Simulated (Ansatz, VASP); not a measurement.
## Na in VASP and in Ansatz

```
Na
1.0
    -2.15518    2.15518    2.15518
     2.15518   -2.15518    2.15518
     2.15518    2.15518   -2.15518
Na
1
Direct
  0.00000 0.00000 0.00000
```

Alike in both runs: task single point; functional LDA; k mesh 9 × 9 × 9; occupations fermi-dirac, width 0.05 eV; no spin polarisation.

```csv
,VASP,Ansatz
version,VASP 6.6.1,Ansatz 0.2.0
potentials or method,"VASP PAW LDA potentials, release 64 (Na_pv)",Ansatz PAW
plane-wave cutoff (eV),520,420
valence electrons in the cell,7,9
```

|  | VASP | Ansatz | Ansatz less VASP |
| --- | --- | --- | --- |
| gap on the k mesh at the Fermi level (eV) | none | none | - |
| pressure (GPa) | -1.2 | -1.2 | +0.02 |

LDA's correlation is that of Perdew and Zunger in VASP and of Perdew and Wang (1992) in Ansatz. A gap of «none» marks a metal or a gap that the smearing closes. VASP's potentials hold 7 valence electrons a cell and Ansatz's 9, so a difference there can come from the potentials and not from the codes.
